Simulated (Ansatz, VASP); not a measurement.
CdTe in VASP and in Ansatz

```
Cd Te
1.0
     0.00000    3.24470    3.24470
     3.24470    0.00000    3.24470
     3.24470    3.24470    0.00000
Cd Te
1 1
Cartesian
  0.0000 0.0000 0.0000
  4.8671 4.8671 4.8671
```

Alike in both runs: functional PBEsol; k mesh 10 × 10 × 10; occupations fermi-dirac, width 0.1 eV; no spin polarisation.

Ansatz relaxed the structure, and its values are those at the end. VASP's run is a single point on that final structure, the one shown.

|  | VASP | Ansatz |
| --- | --- | --- |
| version | VASP 6.6.1 | Ansatz 0.2.0 |
| potentials or method | VASP PAW PBE potentials, release 64 (Cd, Te) | PAW with Ansatz's default frozen-core files, scalar-relativistic |
| plane-wave cutoff (eV) | 520 | 420 |
| valence electrons in the cell | 18 | 36 |

|  | VASP | Ansatz | Ansatz less VASP |
| --- | --- | --- | --- |
| pressure (GPa) | 0.2 | 0.0 | -0.16 |

VASP's potentials were made for PBE, not for PBEsol. VASP's potentials hold 18 valence electrons a cell and Ansatz's 36, so a difference there can come from the potentials and not from the codes.

Neither program's run includes spin-orbit coupling.
